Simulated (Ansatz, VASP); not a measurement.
## HgTe: VASP beside Ansatz

The input INCAR:

```
  ALGO = Normal
  EDIFF = 1E-6
  ENCUT = 500
  GGA = PE
  GGA_COMPAT = False
  ISIF = 2
  ISMEAR = 0
  LASPH = True
  LCHARG = False
  LREAL = False
  LWAVE = False
  NBANDS = 16
  NELM = 120
  PREC = Accurate
  SIGMA = 0.1
```

The input KPOINTS:

```
k-points
0
Gamma
  4 4 4
```

The input POSCAR:

```
HgTe
1.0
    0.0000000000      3.2899840000      3.2899840000
    3.2899840000      0.0000000000      3.2899840000
    3.2899840000      3.2899840000      0.0000000000
Hg Te
1 1
Direct
    0.0000000000      0.0000000000      0.0000000000
    0.2500000000      0.2500000000      0.2500000000
```

Input for Ansatz:

```yaml
crystal:
  lattice:
    - [0.0, 3.289984, 3.289984]
    - [3.289984, 0.0, 3.289984]
    - [3.289984, 3.289984, 0.0]
  atoms:
    - { symbol: Hg, position: [0.0, 0.0, 0.0] }
    - { symbol: Te, position: [0.25, 0.25, 0.25] }
basis:
  ecutwfc: 420
kpoints:
  mp_grid: { grid: [4, 4, 4] }
hamiltonian:
  xc: pbe
scf:
  occupations: { method: gaussian, width: 0.1 }
output:
  forces: true
  stress: true
  eigenvalues: true
```

Alike in both runs: task single point; functional PBE; k mesh 4 × 4 × 4; occupations gaussian, width 0.1 eV; no spin polarisation.

```csv
,VASP,Ansatz
version,VASP 6.6.1,Ansatz 0.2.0
potentials or method,"VASP PAW PBE potentials, release 64 (Hg, Te), cutoff 500 eV","scalar-relativistic, plane waves, PAW"
valence electrons in the cell,18,36
```

VASP gave:

* gap on the k mesh at the Fermi level (eV): none
* pressure (GPa): 1.7

Which values does Ansatz return?

gap on the k mesh at the Fermi level (eV): none; pressure (GPa): 1.6.

A gap of «none» marks a metal or a gap that the smearing closes. VASP's potentials hold 18 valence electrons a cell and Ansatz's 36, so a difference there can come from the potentials and not from the codes.

The k mesh is coarse, so the values compare programs but aren't converged. Spin-orbit coupling is off throughout.
